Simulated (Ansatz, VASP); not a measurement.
**Two plane-wave programs on SiC**

```
CELL_PARAMETERS angstrom
0.00000 2.14996 2.14996
2.14996 0.00000 2.14996
2.14996 2.14996 0.00000
ATOMIC_POSITIONS crystal
Si 0.00000 0.00000 0.00000
C 0.75000 0.75000 0.75000
```

Alike in both runs: task single point; functional LDA; k mesh 12 × 12 × 12; no spin polarisation.

```csv
,VASP,Ansatz
version,VASP 6.6.1,Ansatz 0.2.0
potentials or method,"VASP PAW LDA potentials, release 64 (Si, C), cutoff 520 eV","scalar-relativistic, plane waves, PAW"
occupations,"gaussian, width 0.01 eV",fixed
valence electrons in the cell,8,8
```

Ansatz gave:

* gap on the k mesh at the Fermi level (eV): 1.28
* least direct gap on the mesh (eV): 4.55
* pressure (GPa): 4.8

**Question.** Which values does VASP return?

**Answer.** gap on the k mesh at the Fermi level (eV): 1.27; least direct gap on the mesh (eV): 4.54; pressure (GPa): 5.2.

LDA's correlation is that of Perdew and Zunger in VASP and of Perdew and Wang (1992) in Ansatz.
